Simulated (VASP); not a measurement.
# MgI2 in VASP: further runs

Runs on MgI2. Level: PBE. Tasks: single point.

Program: VASP 6.6.1. These are calculated values, not measurements. Logs are shortened: lines on timing, memory, paths and dates and some standing lists are left out, and cuts for length are marked.

### Step 1. The cell of the first run

The cell holds a sheet with vacuum, 3 atoms: a = 5.594 Å, b = 5.656 Å, c = 23.800 Å, α = 90.00°, β = 90.00°, γ = 90.00°.

The cell was generated, and may not be a known phase.

### Step 2. Single point, PBE

File INCAR:

```
SYSTEM = MgI2
PREC = Accurate
ENCUT = 520
EDIFF = 1E-7
ISMEAR = 0
SIGMA = 0.1
LREAL = .False.
LASPH = .True.
NELM = 80
ALGO = Normal
ISIF = 2
LWAVE = .False.
LCHARG = .True.
LDIPOL = .True.
IDIPOL = 3
DIPOL = 0.5 0.5 0.294
GGA = PE
LELF = .True.
LVHAR = .True.
LVACPOTAV = .True.
NBANDS = 15
```

File KPOINTS:

```
regular mesh
0
Gamma
  4 4 1
  0 0 0
```

File POSCAR:

```
MgI2
1.0
    5.5941503852      0.0000000000      0.0000000000
    0.0000000000      5.6563796130      0.0000000000
    0.0000000000      0.0000000000     23.8000000000
Mg I
1 2
Direct
    0.5000000000      0.5000000000      0.2941176471
    0.0000000000      0.5000000000      0.2941176471
    0.5000000000      0.0000000000      0.2941176471
```

Potentials or basis: VASP PAW PBE potentials, release 64 (Mg, I).

Command:

```
> cat potpaw_PBE.64/Mg/POTCAR potpaw_PBE.64/I/POTCAR > POTCAR
> mpirun -np 1 vasp_std > vasp.out
```

OUTCAR:

```text
SYSTEM = MgI2
   PREC = Accurate
   ENCUT = 520
   EDIFF = 1E-7
   ISMEAR = 0
   LREAL = .False.
   LASPH = .True.
   NELM = 80
   ISIF = 2
   GGA = PE

 ion  position               nearest neighbor table
   1  0.500  0.500  0.294-   2 2.80   2 2.80   3 2.83   3 2.83
   2  0.000  0.500  0.294-   1 2.80   1 2.80
   3  0.500  0.000  0.294-   1 2.83   1 2.83

  LATTYP: Found a simple orthorhombic cell.
 ALAT       =     5.5941503852
 B/A-ratio  =     1.0111239819
 C/A-ratio  =     4.2544440820

  Lattice vectors:

 A1 = (   5.5941503852,   0.0000000000,   0.0000000000)
 A2 = (   0.0000000000,   5.6563796130,   0.0000000000)
 A3 = (   0.0000000000,   0.0000000000,  23.8000000000)

Analysis of symmetry for initial positions (statically):
=====================================================================
 Subroutine PRICEL returns:
 Original cell was already a primitive cell.

 Routine SETGRP: Setting up the symmetry group for a
 simple orthorhombic supercell.

 Subroutine GETGRP returns: Found  8 space group operations
 (whereof  4 operations were pure point group operations)
 out of a pool of  8 trial point group operations.

The static configuration has the point symmetry C_2v.
 The point group associated with its full space group is D_2h.

Analysis of symmetry for dynamics (positions and initial velocities):
=====================================================================
 Subroutine PRICEL returns:
 Original cell was already a primitive cell.

 Routine SETGRP: Setting up the symmetry group for a
 simple orthorhombic supercell.

 Subroutine GETGRP returns: Found  8 space group operations
 (whereof  4 operations were pure point group operations)
 out of a pool of  8 trial point group operations.

The dynamic configuration has the point symmetry C_2v.
 The point group associated with its full space group is D_2h.

 Subroutine INISYM returns: Found  8 space group operations
 (whereof  4 operations are pure point group operations),
 and found     1 'primitive' translations

----------------------------------------------------------------------------------------

                                     Primitive cell

  volume of cell :     753.0948

  direct lattice vectors                    reciprocal lattice vectors
     5.594150385  0.000000000  0.000000000     0.178758155  0.000000000  0.000000000
     0.000000000  5.656379613  0.000000000     0.000000000  0.176791529  0.000000000
     0.000000000  0.000000000 23.800000000     0.000000000  0.000000000  0.042016807

  length of vectors
     5.594150385  5.656379613 23.800000000     0.178758155  0.176791529  0.042016807

  position of ions in fractional coordinates (direct lattice)
     0.500000000  0.500000000  0.294117647
     0.000000000  0.500000000  0.294117647
     0.500000000  0.000000000  0.294117647

  ion indices of the primitive-cell ions
   primitive index   ion index
                 1           1
                 2           2
                 3           3

----------------------------------------------------------------------------------------

 KPOINTS: regular mesh

Automatic generation of k-mesh.
 Grid dimensions read from file:
 generate k-points for:    4    4    1

 Generating k-lattice:

  Cartesian coordinates                     Fractional coordinates (reciprocal lattice)
     0.044689539  0.000000000  0.000000000     0.250000000  0.000000000  0.000000000
     0.000000000  0.044197882  0.000000000     0.000000000  0.250000000  0.000000000
     0.000000000  0.000000000  0.042016807     0.000000000  0.000000000  1.000000000

  Length of vectors
     0.044689539  0.044197882  0.042016807

  Shift w.r.t. Gamma in fractional coordinates (k-lattice)
     0.000000000  0.000000000  0.000000000

 Subroutine IBZKPT returns following result:
 ===========================================

 Found      9 irreducible k-points:

 Following reciprocal coordinates:
            Coordinates               Weight
  0.000000  0.000000  0.000000      1.000000
  0.250000  0.000000  0.000000      2.000000
  0.500000  0.000000  0.000000      1.000000
  0.000000  0.250000  0.000000      2.000000
  0.250000  0.250000  0.000000      4.000000
  0.500000  0.250000  0.000000      2.000000
  0.000000  0.500000  0.000000      1.000000
  0.250000  0.500000  0.000000      2.000000
  0.500000  0.500000  0.000000      1.000000
   k-points           NKPTS =      9   k-points in BZ     NKDIM =      9   number of bands    NBANDS=     15
   number of dos      NEDOS =    301   number of ions     NIONS =      3
   total plane-waves  NPLWV = 317520
   dimension x,y,z NGX =    42 NGY =   42 NGZ =  180
   dimension x,y,z NGXF=    84 NGYF=   84 NGZF=  360
   ions per type =               1   2
   NGX,Y,Z   is equivalent  to a cutoff of  12.48, 12.34, 12.57 a.u.
   NGXF,Y,Z  is equivalent  to a cutoff of  24.96, 24.69, 25.15 a.u.
 SYSTEM =  MgI2
   PREC   = accura    normal or accurate (medium, high low for compatibility)
   ISTART =      0    job   : 0-new  1-cont  2-samecut
   ICHARG =      2    charge: 1-file 2-atom 10-const
   ISPIN  =      1    spin polarized calculation?
   LNONCOLLINEAR =      F non collinear calculations
   LSORBIT =      F    spin-orbit coupling
   LASPH  =      T    aspherical Exc in radial PAW
   ENCUT  =  520.0 eV  38.22 Ry    6.18 a.u.  10.40 10.52 44.25*2*pi/ulx,y,z
   NELM   =     80;   NELMIN=  2; NELMDL= -5     # of ELM steps
   EDIFF  = 0.1E-06   stopping-criterion for ELM
   LREAL  =      F    real-space projection
   EDIFFG = 0.1E-05   stopping-criterion for IOM
   NSW    =      0    number of steps for IOM
   IBRION =     -1    ionic relax: 0-MD 1-quasi-New 2-CG
   NFREE  =      0    steps in history (QN), initial steepest desc. (CG)
   ISIF   =      2    stress and relaxation
   ISYM   =      2    0-nonsym 1-usesym 2-fastsym
   POTIM  = 0.5000    time-step for ionic-motion
   TEBEG  =    0.0;   TEEND  =   0.0 temperature during run
   PSTRESS=    0.0 pullay stress
   NELECT =      16.0000    total number of electrons
   NUPDOWN=      -1.0000    fix difference up-down
   EMIN   =  10.00;   EMAX   =-10.00  energy-range for DOS
   EFERMI =   0.00;   METHOD = LEGACY
   ISMEAR =     0;   SIGMA  =   0.10  broadening in eV -4-tet -1-fermi 0-gaus
   EFERMI_NEDOS =   21; number of points for ismear=-14 and -15
   IALGO  =     38    algorithm
   IMIX   =      4    mixing-type and parameters
     AMIX     =   0.40;   BMIX     =  1.00
     AMIX_MAG =   1.60;   BMIX_MAG =  1.00
  volume/ion in A,a.u.               =     251.03      1694.04
  Fermi-wavevector in a.u.,A,eV,Ry     =   0.453417  0.856835  2.797187  0.205587
  Thomas-Fermi vector in A             =   1.435830
   LORBIT       =      0    0 simple, 1 ext, 2 COOP (PROOUT), +10 PAW based schemes
   GGA     = PE    functional components
   LHFCALC =     F    Hartree Fock is set to
   AEXX    =    0.0000 exact exchange contribution
   IVDW    =     0    specifies the selected vdW correction
   LEPSILON=     F    determine dielectric tensor
   LRPA    =     F    only Hartree local field effects (RPA)
 non-spin polarized calculation
 Gauss-broadening in eV      SIGMA  =   0.10
  energy-cutoff  :      520.00
  volume of cell :      753.09
 maximum number of plane-waves:     20329
 NGX is ok and might be reduce to    42
   NGX = 21   NGY = 21   NGZ = 89

 dipolmoment           0.000000      0.000000     -0.000001 electrons x Angstroem

 number of electron      16.0000002 magnetization

 dipolmoment           0.000000      0.000000      0.000001 electrons x Angstroem

 Free energy of the ion-electron system (eV)
  ---------------------------------------------------
  ext. energy  EPLUGINS =         0.00000000
  ---------------------------------------------------
  free energy    TOTEN  =        -6.52742825 eV

  energy without entropy =       -6.52741807  energy(sigma->0) =       -6.52742316

 E-fermi :  -3.7038     XC(G=0):  -1.5783

 val. band max:       -3.9595859764   @ k =   0.5000   0.5000   0.0000
 cond. band min:      -3.4480899132   @ k =   0.0000   0.0000   0.0000
 fundamental gap:      0.5114960632
 Fermi energy:        -3.7038379341

 k-point     1 :       0.0000    0.0000    0.0000
  band No.  band energies     occupation
      1     -16.2376      2.00000
      2     -15.5031      2.00000
      3      -7.4574      2.00000
      4      -7.4110      2.00000
      5      -6.1688      2.00000
      6      -5.0947      2.00000
      7      -4.7382      2.00000
      8      -4.7255      2.00000
      9      -3.4481      0.00030
     10       0.1402      0.00000
     11       0.5797      0.00000
     12       1.2128      0.00000
     13       1.4023      0.00000
     14       1.5622      0.00000
     15       1.8830      0.00000

 k-point     2 :       0.2500    0.0000    0.0000
  band No.  band energies     occupation
      1     -16.1325      2.00000
      2     -15.6110      2.00000
      3      -7.6099      2.00000
      4      -7.2680      2.00000
      5      -6.0188      2.00000
      6      -5.2538      2.00000
      7      -5.1913      2.00000
      8      -5.1008      2.00000
      9      -2.3185      0.00000
     10       0.1434      0.00000
     11       0.4826      0.00000
     12       1.3179      0.00000
     13       1.5206      0.00000
     14       2.1068      0.00000
     15       2.1289      0.00000
[... 95 lines left out ...]
      3      -8.5556      2.00000
      4      -6.3138      2.00000
      5      -6.0522      2.00000
      6      -5.6672      2.00000
      7      -5.5455      2.00000
      8      -4.4631      2.00000
      9      -0.7766      0.00000
     10      -0.5313      0.00000
     11       0.9631      0.00000
     12       1.6764      0.00000
     13       1.7590      0.00000
     14       1.7754      0.00000
     15       2.4790      0.00000

 k-point     9 :       0.5000    0.5000    0.0000
  band No.  band energies     occupation
      1     -15.8832      2.00000
      2     -15.7964      2.00000
      3      -8.9919      2.00000
      4      -6.6343      2.00000
      5      -5.6006      2.00000
      6      -5.5262      2.00000
      7      -5.4320      2.00000
      8      -3.9596      1.99970
      9      -1.2280      0.00000
     10       0.5296      0.00000
     11       0.6543      0.00000
     12       0.8320      0.00000
     13       1.6294      0.00000
     14       2.3481      0.00000
     15       2.3712      0.00000

------------------------ aborting loop because EDIFF is reached ----------------------------------------

 vacuum level on the upper side and lower side of the slab       (xc-potential included)        -0.079        -0.079

  FORCE on cell =-STRESS in cart. coord.  units (eV):
  Direction    XX          YY          ZZ          XY          YZ          ZX
  --------------------------------------------------------------------------------------
  -------------------------------------------------------------------------------------
  Total        0.1572377     -0.2729004     -0.0013823      0.0000000      0.0000000      0.0000000
  in kB        0.3345165     -0.5805841     -0.0029408      0.0000000      0.0000000      0.0000000
  external PRESSURE =      -0.0830028 kB  Pullay stress =       0.0000000 kB

 VOLUME and BASIS-vectors are now :
 -----------------------------------------------------------------------------
  energy-cutoff  :      520.00
  volume of cell :      753.09
      direct lattice vectors                 reciprocal lattice vectors
     5.594150385  0.000000000  0.000000000     0.178758155  0.000000000  0.000000000
     0.000000000  5.656379613  0.000000000     0.000000000  0.176791529  0.000000000
     0.000000000  0.000000000 23.800000000     0.000000000  0.000000000  0.042016807

 POSITION                                       TOTAL-FORCE (eV/Angst)
 -----------------------------------------------------------------------------------
      2.79708      2.82819      7.00000         0.000000      0.000000      0.000000
      0.00000      2.82819      7.00000         0.000000      0.000000     -0.000000
      2.79708      0.00000      7.00000         0.000000      0.000000     -0.000000
 -----------------------------------------------------------------------------------
    total drift:                               -0.000000     -0.000000      0.000005

  FREE ENERGIE OF THE ION-ELECTRON SYSTEM (eV)
  ---------------------------------------------------
  free  energy   TOTEN  =        -6.5274282452 eV

  energy  without entropy=       -6.5274180653  energy(sigma->0) =       -6.52742316

 vacuum level on the upper side and lower side of the slab         1.115         1.115
```

It took 100 s on 1 thread of Intel Xeon 6975P-C (Granite Rapids), shared host; peak memory 0.68 GiB.

What came out:

```yaml
Free_energy: -6.5274 eV
Band_gap_on_the_k_mesh: 0.51 eV (least direct gap 1.28 eV)
Ionisation_potential_of_the_upper_face: 5.07 eV
```

Caveat: semilocal functionals underestimate gaps, and a narrow one can read as zero; spin-orbit coupling is left out, which moves the levels of the heavy elements.

### Step 3. Single point, PBE

File INCAR:

```
SYSTEM = MgI2
PREC = Accurate ; ENCUT = 520
EDIFF = 1E-6 ; ISMEAR = 0
SIGMA = 0.02 ; LREAL = .FALSE.
LASPH = .TRUE. ; NELM = 80
ALGO = Normal ; ISIF = 2
LWAVE = .FALSE. ; LCHARG = .TRUE.
LDIPOL = .TRUE. ; IDIPOL = 3
DIPOL = 0.5 0.5 0.294 ; GGA = PE
LELF = .TRUE. ; LVHAR = .TRUE.
LVACPOTAV = .TRUE. ; NBANDS = 15
```

File KPOINTS:

```
Automatic mesh
0
G
  6 6 1
  0 0 0
```

File POSCAR:

```
MgI2
1.0
    5.6234250988      0.0000000000      0.0000000000
    0.0000000000      5.6233939792      0.0000000000
    0.0000000000      0.0000000000     23.8000000000
Mg I
1 2
Direct
    0.5000000000      0.5000000000      0.2941176471
    0.0000000000      0.5000000000      0.2941176471
    0.5000000000      0.0000000000      0.2941176471
```

Potentials or basis: VASP PAW PBE potentials, release 64 (Mg, I).

Command:

```
> cat potpaw_PBE.64/Mg/POTCAR potpaw_PBE.64/I/POTCAR > POTCAR
> mpirun -np 1 vasp_std > vasp.out
```

OUTCAR:

```text
SYSTEM = MgI2
   PREC = Accurate
   ENCUT = 520
   EDIFF = 1E-6
   ISMEAR = 0
   LREAL = .FALSE.
   LASPH = .TRUE.
   NELM = 80
   ISIF = 2
   GGA = PE

 ion  position               nearest neighbor table
   1  0.500  0.500  0.294-   3 2.81   3 2.81   2 2.81   2 2.81
   2  0.000  0.500  0.294-   1 2.81   1 2.81
   3  0.500  0.000  0.294-   1 2.81   1 2.81

  LATTYP: Found a simple tetragonal cell.
 ALAT       =     5.6234250988
 C/A-ratio  =     4.2322960797

  Lattice vectors:

 A1 = (   5.6234250988,   0.0000000000,   0.0000000000)
 A2 = (   0.0000000000,   5.6233939792,   0.0000000000)
 A3 = (   0.0000000000,   0.0000000000,  23.8000000000)

Analysis of symmetry for initial positions (statically):
=====================================================================
 Subroutine PRICEL returns:
 Original cell was already a primitive cell.

 Routine SETGRP: Setting up the symmetry group for a
 simple tetragonal supercell.

 Subroutine GETGRP returns: Found 16 space group operations
 (whereof  8 operations were pure point group operations)
 out of a pool of 16 trial point group operations.

[... 173 lines left out ...]
      9      -3.4430      0.00000
     10       0.1405      0.00000
     11       0.5819      0.00000
     12       1.2048      0.00000
     13       1.4013      0.00000
     14       1.5619      0.00000
[... 149 lines left out ...]
      2     -15.8415      2.00000
      3      -8.9926      2.00000
      4      -6.6377      2.00000
      5      -5.5645      2.00000
      6      -5.5644      2.00000
      7      -5.4318      2.00000
      8      -3.9587      2.00000
      9      -1.2264      0.00000
     10       0.5965      0.00000
     11       0.5966      0.00000
     12       0.8373      0.00000
     13       1.6288      0.00000
     14       2.3611      0.00000
     15       2.3612      0.00000

------------------------ aborting loop because EDIFF is reached ----------------------------------------

  FORCE on cell =-STRESS in cart. coord.  units (eV):
  Direction    XX          YY          ZZ          XY          YZ          ZX
  --------------------------------------------------------------------------------------
  -------------------------------------------------------------------------------------
  Total       -0.0360064     -0.0360060     -0.0018235      0.0000000      0.0000000      0.0000000
  in kB       -0.0766503     -0.0766495     -0.0038819      0.0000000      0.0000000      0.0000000
  external PRESSURE =      -0.0523939 kB  Pullay stress =       0.0000000 kB

 VOLUME and BASIS-vectors are now :
 -----------------------------------------------------------------------------
  energy-cutoff  :      520.00
  volume of cell :      752.62
      direct lattice vectors                 reciprocal lattice vectors
     5.623425099  0.000000000  0.000000000     0.177827566  0.000000000  0.000000000
     0.000000000  5.623393979  0.000000000     0.000000000  0.177828550  0.000000000
     0.000000000  0.000000000 23.800000000     0.000000000  0.000000000  0.042016807

 POSITION                                       TOTAL-FORCE (eV/Angst)
 -----------------------------------------------------------------------------------
      2.81171      2.81170      7.00000        -0.000000      0.000000      0.000000
      0.00000      2.81170      7.00000         0.000000     -0.000000      0.000000
      2.81171      0.00000      7.00000        -0.000000      0.000000     -0.000000
 -----------------------------------------------------------------------------------
    total drift:                               -0.000000     -0.000000      0.000010

  FREE ENERGIE OF THE ION-ELECTRON SYSTEM (eV)
  ---------------------------------------------------
  free  energy   TOTEN  =        -6.5308480297 eV

  energy  without entropy=       -6.5308480297  energy(sigma->0) =       -6.53084803

 vacuum level on the upper side and lower side of the slab         1.116         1.116
```

Run time: 1.7 min. Hardware: 1 thread of Intel Xeon 6975P-C (Granite Rapids), shared host; peak memory 0.69 GiB.

Results:

* Free energy: -6.5308 eV
* Band gap on the k mesh: 0.52 eV (least direct gap 1.29 eV)

Caveat: semilocal functionals underestimate gaps, and a narrow one can read as zero; spin-orbit coupling is left out, which moves the levels of the heavy elements.

### Step 4. Single point, PBE

File INCAR:

```
  ALGO = Normal
  DIPOL = 0.5 0.5 0.294
  EDIFF = 1E-6
  ENCUT = 520
  GGA = PE
  IDIPOL = 3
  ISIF = 2
  ISMEAR = 0
  LASPH = True
  LCHARG = False
  LDIPOL = True
  LREAL = False
  LWAVE = False
  NBANDS = 15
  NELM = 100
  PREC = Accurate
  SIGMA = 0.02
```

File KPOINTS:

```
k-points
0
Gamma
  6 6 1
```

File POSCAR:

```
MgI2
1.0
    5.5941503852      0.0000000000      0.0000000000
    0.0000000000      5.6563796130      0.0000000000
    0.0000000000      0.0000000000     23.8000000000
Mg I
1 2
Direct
    0.5000000000      0.5000000000      0.2941176471
    0.0000000000      0.5000000000      0.2941176471
    0.5000000000      0.0000000000      0.2941176471
```

Command:

```
> cat potpaw_PBE.64/Mg/POTCAR potpaw_PBE.64/I/POTCAR > POTCAR
> mpirun -np 1 vasp_std > vasp.out
```

It took 2.3 min on 1 thread of Intel Xeon 6975P-C (Granite Rapids), shared host; peak memory 0.74 GiB.

Results (log left out):

```
Free energy            : -6.5296 eV
Band gap on the k mesh : 0.52 eV (least direct gap 1.28 eV)
```

Levels at points of the mesh, in eV from the valence-band top:
| k point | band 6 | band 7 | band 8 | band 9 | band 10 | band 11 |
| --- | --- | --- | --- | --- | --- | --- |
| (0.00, 0.00, 0.00) | -1.13 | -0.78 | -0.77 | 0.52 | 4.10 | 4.54 |
| (0.50, 0.00, 0.00) | -1.67 | -1.52 | -1.51 | 3.12 | 3.77 | 5.36 |
| (0.00, 0.50, 0.00) | -1.60 | -1.57 | -1.44 | 3.05 | 3.83 | 5.30 |
| (0.50, 0.50, 0.00) | -1.57 | -1.47 | 0.00 | 2.73 | 4.49 | 4.62 |

Caveat: semilocal functionals underestimate gaps, and a narrow one can read as zero; spin-orbit coupling is left out, which moves the levels of the heavy elements.

### Step 5. Overview

| cell | k mesh | smearing | gap on the mesh (eV) |
| --- | --- | --- | --- |
| a = 5.594, b = 5.656, c = 23.800 Å, 3 atoms | 4 × 4 × 1 | gaussian 0.1 eV | 0.51 |
| a = 5.623, b = 5.623, c = 23.800 Å, 3 atoms | 6 × 6 × 1 | gaussian 0.02 eV | 0.52 |
| a = 5.594, b = 5.656, c = 23.800 Å, 3 atoms | 6 × 6 × 1 | gaussian 0.02 eV | 0.52 |

Alike in all rows: task single point; level PBE; potentials or basis VASP PAW PBE potentials, release 64 (Mg, I); no spin polarisation; cutoff (eV) 520.

Caveats: semilocal functionals underestimate gaps, and a narrow one can read as zero; spin-orbit coupling is left out, which moves the levels of the heavy elements.

Total energies depend on the potentials used, so only differences within one code and one set of settings carry meaning.
